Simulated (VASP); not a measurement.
Runs of VASP 6.6.1 on Ba. The structure is that of space group Fd-3m (No. 227), or close to it. The cells are those of the table. This isn't the form of Ba at room conditions, which is bcc.

```tsv
task	cell	k mesh	cutoff (eV)	gap on the mesh (eV)	pressure (GPa)
single point	a = 5.011 Å, angles 60.0°, 2 atoms	9 × 9 × 9	520	none	3.3
single point	a = 5.152 Å, angles 60.0°, 2 atoms	6 × 6 × 6	520	none	0.9
single point	a = 5.220 Å, angles 60.0°, 2 atoms	9 × 9 × 9	520	none	0.1
single point	a = 4.937 Å, angles 60.0°, 2 atoms	9 × 9 × 9	520	none	5.1
relaxation of cell and atoms	relaxed from a = 6.203 Å, angles 60.0°, 2 atoms	6 × 6 × 6	600	none	0.0
single point	a = 5.082 Å, angles 60.0°, 2 atoms	9 × 9 × 9	520	none	1.9
single point	a = 5.152 Å, angles 60.0°, 2 atoms	9 × 9 × 9	520	none	(a)
single point	a = 5.286 Å, angles 60.0°, 2 atoms	9 × 9 × 9	520	none	-0.5
single point	a = 5.350 Å, angles 60.0°, 2 atoms	9 × 9 × 9	520	none	(b)
```

Alike in all rows: level LDA; potentials or basis VASP PAW LDA potentials, release 64 (Ba_sv); no spin polarisation; smearing fermi-dirac 0.1 eV.

**Question.** Fill in the values left out.

**Answer.** (a) 0.8; (b) -0.9.

Caveats: spin-orbit coupling is left out, which moves the levels of the heavy elements; the cell stands under pressure (at least some runs).

A k mesh can miss the band edges, and the runs leave out spin-orbit coupling on Ba.

A gap of «none» marks levels without a gap at the run's occupations.
